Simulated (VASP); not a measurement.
# TlCl5 (P6/mmm) in VASP: relaxation of cell and atoms with PBE

Aim: the relaxation of cell and atoms of TlCl5 with PBE.

All numbers are computed with VASP 6.6.1; they aren't measurements. Logs are shortened: lines on timing, memory, paths and dates and some standing lists are left out, and cuts for length are marked.

### Step 1. The cell of the first run

The structure is hexagonal, space group P6/mmm (No. 191). The conventional cell has a = 5.073 Å, b = 5.073 Å, c = 7.441 Å, α = 90.00°, β = 90.00°, γ = 120.00°. Within 3.9 Å of Tl (site symmetry 6/mmm) lie 8 Cl at 2.93 to 3.72 Å. Cl (site symmetry -6m2) has 5 Cl at 2.93 to 3.72 Å and 3 Tl at 2.93 Å within 3.9 Å. Within 3.9 Å of Cl (site symmetry 6/mmm) lie 6 Cl at 2.93 Å and 2 Tl at 3.72 Å. Within 3.9 Å of Cl (site symmetry -6m2) lie 8 Cl at 2.93 to 3.72 Å.

The cell was generated, and may not be a known phase.

### Step 2. Relaxation of cell and atoms, PBE

Contents of INCAR:

```
ALGO     = Normal         # electronic algorithm
EDIFF    = 1E-6           # SCF threshold, eV
EDIFFG   = -0.01          # ionic threshold
ENCUT    = 600            # plane-wave cutoff, eV
GGA      = PE             # functional
IBRION   = 2              # ionic algorithm
ISIF     = 3              # what is computed and relaxed
ISMEAR   = 0              # smearing method
LASPH    = True           # aspherical terms in the spheres
LCHARG   = False          # write CHGCAR
LREAL    = False          # projectors in reciprocal space
LWAVE    = False          # write WAVECAR
NELM     = 60             # most SCF steps
NSW      = 100            # ionic steps
PREC     = Accurate       # precision mode
SIGMA    = 0.1            # smearing width, eV
```

Contents of KPOINTS:

```
k-points
0
Gamma
  12 12 6
```

Contents of POSCAR:

```
TlCl5
1.0
    5.0730041618      0.0000000000      0.0000000000
   -2.5365020809      4.3933504776      0.0000000000
    0.0000000000      0.0000000000      7.4409878805
Tl Cl
1 5
Direct
    0.0000000000      0.0000000000      0.0000000000
    0.3333333333      0.6666666667      0.0000000000
    0.6666666667      0.3333333333      0.0000000000
    0.0000000000      0.0000000000      0.5000000000
    0.3333333333      0.6666666667      0.5000000000
    0.6666666667      0.3333333333      0.5000000000
```

Potentials or basis: VASP PAW PBE potentials, release 64 (Tl_d, Cl).

Command:

```bash
> cat potpaw_PBE.64/Tl_d/POTCAR potpaw_PBE.64/Cl/POTCAR > POTCAR
> mpirun -np 1 vasp_std > vasp.out
```

OUTCAR:

```text
EDIFF = 1E-6
   EDIFFG = -0.01
   ENCUT = 600
   GGA = PE
   IBRION = 2
   ISIF = 3
   ISMEAR = 0
   LASPH = True
   LREAL = False
   NELM = 60
   NSW = 100
   PREC = Accurate

 ion  position               nearest neighbor table
   1  0.000  0.000  0.000-   2 2.93   3 2.93   2 2.93   3 2.93   3 2.93   2 2.93
   2  0.333  0.667  0.000-   1 2.93   1 2.93   1 2.93
   3  0.667  0.333  0.000-   1 2.93   1 2.93   1 2.93
   4  0.000  0.000  0.500-
   5  0.333  0.667  0.500-
   6  0.667  0.333  0.500-

  LATTYP: Found a hexagonal cell.
 ALAT       =     5.0730041618
 C/A-ratio  =     1.4667813475

  Lattice vectors:

 A1 = (   5.0730041618,   0.0000000000,   0.0000000000)
 A2 = (  -2.5365020809,   4.3933504776,   0.0000000000)
 A3 = (   0.0000000000,   0.0000000000,   7.4409878805)

Analysis of symmetry for initial positions (statically):
=====================================================================
 Subroutine PRICEL returns:
 Original cell was already a primitive cell.

 Routine SETGRP: Setting up the symmetry group for a
 hexagonal supercell.

 Subroutine GETGRP returns: Found 24 space group operations
 (whereof 24 operations were pure point group operations)
 out of a pool of 24 trial point group operations.

The static configuration has the point symmetry D_6h.

Analysis of symmetry for dynamics (positions and initial velocities):
=====================================================================
 Subroutine PRICEL returns:
 Original cell was already a primitive cell.

 Routine SETGRP: Setting up the symmetry group for a
 hexagonal supercell.

 Subroutine GETGRP returns: Found 24 space group operations
 (whereof 24 operations were pure point group operations)
 out of a pool of 24 trial point group operations.

The dynamic configuration has the point symmetry D_6h.

 Subroutine INISYM returns: Found 24 space group operations
 (whereof 24 operations are pure point group operations),
 and found     1 'primitive' translations

----------------------------------------------------------------------------------------

                                     Primitive cell

  volume of cell :     165.8409

  direct lattice vectors                    reciprocal lattice vectors
     5.073004162  0.000000000  0.000000000     0.197121857  0.113808357  0.000000000
    -2.536502081  4.393350478  0.000000000     0.000000000  0.227616714  0.000000000
     0.000000000  0.000000000  7.440987880     0.000000000  0.000000000  0.134390758

  length of vectors
     5.073004162  5.073004162  7.440987880     0.227616714  0.227616714  0.134390758

  position of ions in fractional coordinates (direct lattice)
     0.000000000  0.000000000  0.000000000
     0.333333333  0.666666667  0.000000000
     0.666666667  0.333333333  0.000000000
     0.000000000  0.000000000  0.500000000
     0.333333333  0.666666667  0.500000000
     0.666666667  0.333333333  0.500000000

  ion indices of the primitive-cell ions
   primitive index   ion index
                 1           1
                 2           2
                 3           3
                 4           4
                 5           5
                 6           6

----------------------------------------------------------------------------------------

 KPOINTS: k-points

Automatic generation of k-mesh.
 Grid dimensions read from file:
 generate k-points for:   12   12    6

 Generating k-lattice:

  Cartesian coordinates                     Fractional coordinates (reciprocal lattice)
     0.016426821  0.009484030  0.000000000     0.083333333  0.000000000  0.000000000
     0.000000000  0.018968060  0.000000000     0.000000000  0.083333333  0.000000000
     0.000000000  0.000000000  0.022398460     0.000000000  0.000000000  0.166666667

  Length of vectors
     0.018968060  0.018968060  0.022398460

  Shift w.r.t. Gamma in fractional coordinates (k-lattice)
     0.000000000  0.000000000  0.000000000

 Subroutine IBZKPT returns following result:
 ===========================================

 Found     76 irreducible k-points:

 Following reciprocal coordinates:
            Coordinates               Weight
  0.000000  0.000000  0.000000      1.000000
  0.083333 -0.000000  0.000000      6.000000
  0.166667  0.000000  0.000000      6.000000
  0.250000  0.000000  0.000000      6.000000
  0.333333  0.000000  0.000000      6.000000
  0.416667 -0.000000  0.000000      6.000000
[... 16 lines left out ...]
  0.250000  0.000000  0.166667     12.000000
  0.333333  0.000000  0.166667     12.000000
 [... further k-points ...]
   k-points           NKPTS =     76   k-points in BZ     NKDIM =     76   number of bands    NBANDS=     28
   number of dos      NEDOS =    301   number of ions     NIONS =      6
   total plane-waves  NPLWV = 105840
   dimension x,y,z NGX =    42 NGY =   42 NGZ =   60
   dimension x,y,z NGXF=    84 NGYF=   84 NGZF=  120
   ions per type =               1   5
   NGX,Y,Z   is equivalent  to a cutoff of  13.76, 13.76, 13.41 a.u.
   NGXF,Y,Z  is equivalent  to a cutoff of  27.53, 27.53, 26.81 a.u.
 SYSTEM =  unknown system
   PREC   = accura    normal or accurate (medium, high low for compatibility)
   ISTART =      0    job   : 0-new  1-cont  2-samecut
   ICHARG =      2    charge: 1-file 2-atom 10-const
   ISPIN  =      1    spin polarized calculation?
   LNONCOLLINEAR =      F non collinear calculations
   LSORBIT =      F    spin-orbit coupling
   LASPH  =      T    aspherical Exc in radial PAW
   ENCUT  =  600.0 eV  44.10 Ry    6.64 a.u.  10.13 10.13 14.86*2*pi/ulx,y,z
   NELM   =     60;   NELMIN=  2; NELMDL= -5     # of ELM steps
   EDIFF  = 0.1E-05   stopping-criterion for ELM
   LREAL  =      F    real-space projection
   EDIFFG = -.1E-01   stopping-criterion for IOM
   NSW    =    100    number of steps for IOM
   IBRION =      2    ionic relax: 0-MD 1-quasi-New 2-CG
   NFREE  =      1    steps in history (QN), initial steepest desc. (CG)
   ISIF   =      3    stress and relaxation
   ISYM   =      2    0-nonsym 1-usesym 2-fastsym
   POTIM  = 0.5000    time-step for ionic-motion
   TEBEG  =    0.0;   TEEND  =   0.0 temperature during run
   PSTRESS=    0.0 pullay stress
   NELECT =      48.0000    total number of electrons
   NUPDOWN=      -1.0000    fix difference up-down
   EMIN   =  10.00;   EMAX   =-10.00  energy-range for DOS
   EFERMI =   0.00;   METHOD = LEGACY
   ISMEAR =     0;   SIGMA  =   0.10  broadening in eV -4-tet -1-fermi 0-gaus
   EFERMI_NEDOS =   21; number of points for ismear=-14 and -15
   IALGO  =     38    algorithm
   IMIX   =      4    mixing-type and parameters
     AMIX     =   0.40;   BMIX     =  1.00
     AMIX_MAG =   1.60;   BMIX_MAG =  1.00
  volume/ion in A,a.u.               =      27.64       186.52
  Fermi-wavevector in a.u.,A,eV,Ry     =   1.082907  2.046398 15.955397  1.172689
  Thomas-Fermi vector in A             =   2.218961
   LORBIT       =      0    0 simple, 1 ext, 2 COOP (PROOUT), +10 PAW based schemes
   GGA     = PE    functional components
   LHFCALC =     F    Hartree Fock is set to
   AEXX    =    0.0000 exact exchange contribution
   IVDW    =     0    specifies the selected vdW correction
   LEPSILON=     F    determine dielectric tensor
   LRPA    =     F    only Hartree local field effects (RPA)
 conjugate gradient relaxation of ions
 non-spin polarized calculation
 Gauss-broadening in eV      SIGMA  =   0.10
  energy-cutoff  :      600.00
  volume of cell :      165.84
 maximum number of plane-waves:      5586
 NGX is ok and might be reduce to    42
   NGX = 21   NGY = 21   NGZ = 29

--------------------------------------- Ionic step        1  -------------------------------------------

 number of electron      47.9999994 magnetization

 Free energy of the ion-electron system (eV)
  ---------------------------------------------------
  ext. energy  EPLUGINS =         0.00000000
  ---------------------------------------------------
  free energy    TOTEN  =       -10.47811851 eV

  energy without entropy =      -10.43613433  energy(sigma->0) =      -10.45712642

------------------------ aborting loop because EDIFF is reached ----------------------------------------

  FORCE on cell =-STRESS in cart. coord.  units (eV):
  Direction    XX          YY          ZZ          XY          YZ          ZX
  --------------------------------------------------------------------------------------
  -------------------------------------------------------------------------------------
  Total        0.2742583      0.2742583      0.2482772      0.0000000     -0.0000000      0.0000000
  in kB        2.6495898      2.6495898      2.3985884      0.0000000     -0.0000000      0.0000000
  external PRESSURE =       2.5659227 kB  Pullay stress =       0.0000000 kB
[... 225 lines left out ...]
  energy  without entropy=      -10.4379136055  energy(sigma->0) =      -10.45978460

--------------------------------------- Ionic step        7  -------------------------------------------

 number of electron      48.0000006 magnetization

 Free energy of the ion-electron system (eV)
  ---------------------------------------------------
  ext. energy  EPLUGINS =         0.00000000
  ---------------------------------------------------
  free energy    TOTEN  =       -10.48166787 eV

  energy without entropy =      -10.43794681  energy(sigma->0) =      -10.45980734

 E-fermi :   0.5728     XC(G=0):  -8.2228

 val. band max:        0.5668103542   @ k =   0.2500   0.2500   0.1667
 cond. band min:       0.5783214256   @ k =   0.3333   0.1667   0.1667
 fundamental gap:      0.0115110713
 Fermi energy:         0.5728184329

 k-point     1 :       0.0000    0.0000    0.0000
  band No.  band energies     occupation
      1     -14.3794      2.00000
      2     -14.0274      2.00000
      3     -12.4752      2.00000
      4     -12.4361      2.00000
      5     -12.3441      2.00000
      6      -9.5406      2.00000
[... 733 lines left out ...]
     27       5.1286      0.00000
     28       6.2848      0.00000

 [... further k-points ...]
[... 5 lines left out ...]
  --------------------------------------------------------------------------------------
  -------------------------------------------------------------------------------------
  Total        0.0413366      0.0413366     -0.0021697      0.0000000     -0.0000000     -0.0000000
  in kB        0.3883270      0.3883270     -0.0203824      0.0000000     -0.0000000     -0.0000000
  external PRESSURE =       0.2520905 kB  Pullay stress =       0.0000000 kB
[... 21 lines left out ...]
  FREE ENERGIE OF THE ION-ELECTRON SYSTEM (eV)
  ---------------------------------------------------
  free  energy   TOTEN  =       -10.4816678694 eV

  energy  without entropy=      -10.4379468140  energy(sigma->0) =      -10.45980734

 reached required accuracy - stopping structural energy minimisation
```

Run time: 44 min. Hardware: 1 thread of Intel Xeon 8259CL, shared host; peak memory 0.59 GiB.

Results:

* Free energy: -10.4817 eV
* Relaxed volume: 28.42 Å³/atom
* Relaxed cell: a = 5.084 Å, b = 5.084 Å, c = 7.620 Å, α = 90.00°, β = 90.00°, γ = 120.00°
* Space group after relaxing (to 0.1 Å): P6/mmm (No. 191)
* Energy gained by relaxing: 0.6 meV/atom
* Ionic steps: 7
* Pressure after relaxing: 0.0 GPa
* Band gap on the k mesh: zero (bands 24 and 25 overlap by 0.25 eV)

The path:
| step | energy change (eV) | largest force (eV/Å) | pressure (GPa) | volume (Å³) |
| --- | --- | --- | --- | --- |
| 1 | 0.0000 | 0.0000 | 0.26 | 165.84 |
| 2 | -0.0012 | 0.0000 | 0.09 | 166.91 |
| 3 | -0.0013 | 0.0000 | 0.01 | 167.45 |
| 4 | -0.0018 | 0.0000 | 0.02 | 167.81 |
| 5 | -0.0029 | 0.0000 | 0.02 | 168.88 |
| 6 | -0.0035 | 0.0000 | 0.03 | 171.02 |
| 7 | -0.0035 | 0.0000 | 0.03 | 170.55 |

Final structure:
```cif
data_structure
_symmetry_space_group_name_H-M 'P 1'
_symmetry_Int_Tables_number 1
_cell_length_a 5.0836
_cell_length_b 5.0836
_cell_length_c 7.6203
_cell_angle_alpha 90.000
_cell_angle_beta 90.000
_cell_angle_gamma 120.000
_cell_volume 170.55
loop_
_atom_site_label
_atom_site_type_symbol
_atom_site_fract_x
_atom_site_fract_y
_atom_site_fract_z
_atom_site_occupancy
Tl1 Tl 0.00000 0.00000 0.00000 1
Cl1 Cl 0.33333 0.66667 0.00000 1
Cl2 Cl 0.66667 0.33333 0.00000 1
Cl3 Cl 0.00000 0.00000 0.50000 1
Cl4 Cl 0.33333 0.66667 0.50000 1
Cl5 Cl 0.66667 0.33333 0.50000 1
```

Caveat: spin-orbit coupling is left out, which moves the levels of the heavy elements.
